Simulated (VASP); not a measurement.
Runs of VASP 6.6.1 on Mo. The structure is that of space group P6/mmm (No. 191), or close to it. The cells are those of the table. 

| task | spin | cell | k mesh | gap on the mesh (eV) | pressure (GPa) | relaxed volume (Å³/atom) |
| --- | --- | --- | --- | --- | --- | --- |
| single point | off | a = 2.774, b = 2.774, c = 2.522 Å, angles 90.0, 90.0, 120.0°, 1 atom | 24 × 24 × 22 | none | 0.5 | - |
| single point | collinear, ferromagnetic start | a = 2.761, b = 2.761, c = 2.553 Å, angles 90.0, 90.0, 120.0°, 1 atom | 6 × 6 × 6 | none | -0.9 | - |
| single point | off | a = 2.834, b = 2.834, c = 2.440 Å, angles 90.0, 90.0, 120.0°, 1 atom | 4 × 4 × 8 | none | 0.5 | - |
| single point | off | a = 2.761, b = 2.761, c = 2.553 Å, angles 90.0, 90.0, 120.0°, 1 atom | 6 × 6 × 8 | none | 0.5 | - |
| relaxation of cell and atoms | off | relaxed from a = 2.761, b = 2.761, c = 2.553 Å, angles 90.0, 90.0, 120.0°, 1 atom | 24 × 24 × 22 | none | 0.0 | (a) |
| relaxation of cell and atoms | off | relaxed from a = 2.834, b = 2.834, c = 2.440 Å, angles 90.0, 90.0, 120.0°, 1 atom | 6 × 6 × 8 | none | 0.0 | 16.89 |

Alike in all rows: level PBE; potentials or basis VASP PAW PBE potentials, release 64 (Mo_sv); cutoff (eV) 500; smearing gaussian 0.1 eV.

Estimate the missing entries.

(a) 16.84.

Caveats: some runs use coarse meshes.

A k mesh can miss the band edges, and the runs leave out spin-orbit coupling on Mo.

A gap of «none» marks levels without a gap at the run's occupations.
